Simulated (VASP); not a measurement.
Cu, 1 atom in the cell. The structure is cubic, space group Fm-3m (No. 225). Conventional cell: a = 3.503 Å, b = 3.503 Å, c = 3.503 Å, α = 90.00°, β = 90.00°, γ = 90.00°. Within 3.3 Å of Cu (site symmetry m-3m) lie 12 Cu at 2.48 Å. 

```yaml
Program: VASP 6.6.1
Task: single point
Functional: PBEsol
Potentials_or_basis: VASP PAW PBE potentials, release 64 (Cu)
Cutoff: 520 eV
k_mesh: 16 × 16 × 16
Occupations: fermi-dirac, width 0.1 eV
Spin: no spin polarisation
Dipole_correction: no
Further_INCAR_settings: ALGO = Normal; EDIFF = 1e-07; NBANDS = 12
```

Potentials or basis: VASP PAW PBE potentials, release 64 (Cu).

Command:

```sh
$ cat potpaw_PBE.64/Cu/POTCAR > POTCAR
$ mpirun -np 1 vasp_std > vasp.out
```

Hardware: 1 thread of Intel(R) Xeon(R) Platinum 8488C (Sapphire Rapids), on a shared host.

Estimate the wall time of this run.

Run time: 10 s on 1 thread of Intel(R) Xeon(R) Platinum 8488C (Sapphire Rapids) (shared host), peak memory 0.13 GiB. Counts: scf iterations 12, k points 145.
